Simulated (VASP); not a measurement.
Crystal: Co.

```
CELL_PARAMETERS angstrom
2.47200 0.00000 0.00000
-1.23600 2.14081 0.00000
0.00000 0.00000 4.02114
ATOMIC_POSITIONS crystal
Co 0.66667 0.33333 0.75000
Co 0.33333 0.66667 0.25000
```

```yaml
Program: VASP 6.6.1
Task: relaxation of cell and atoms
Functional: BLYP
Potentials_or_basis: VASP PAW PBE potentials, release 64 (Co)
Cutoff: 600 eV
k_mesh: 12 × 12 × 7
Occupations: fermi-dirac, width 0.05 eV
Spin: collinear spin, ferromagnetic start
Starting_moments: "[2.0, 2.0] μB"
```

At the start: pressure 13.4 GPa; volume 10.64 Å³/atom.

Task: Where does the relaxation end?

Result: Over 5 steps the energy falls by 28.7 meV/atom and the volume is 11.34 Å³/atom (+6.6 %); space group P6_3/mmc (No. 194, to 0.05 Å); moment 3.25 μB per cell.

The path:
| step | energy change (eV) | largest force (eV/Å) | pressure (GPa) | volume (Å³) |
| --- | --- | --- | --- | --- |
| 1 | 0.0000 | 0.0000 | 13.40 | 21.28 |
| 2 | -0.0109 | 0.0000 | -9.79 | 24.14 |
| 3 | -0.0570 | 0.0000 | -0.20 | 22.72 |
| 4 | -0.0570 | 0.0000 | 0.03 | 22.69 |
| 5 | -0.0575 | 0.0000 | 0.09 | 22.69 |

Final structure:
```xyz
2
Lattice="2.5332 0.0000 0.0000 -1.2666 2.1938 0.0000 0.0000 0.0000 4.0822" Properties=species:S:1:pos:R:3 pbc="T T T"
Co    1.2666    0.7313    3.0616
Co    0.0000    1.4625    1.0205
```

Caveat: the PAW data sets were made with another functional, which shifts forces and pressure a little.
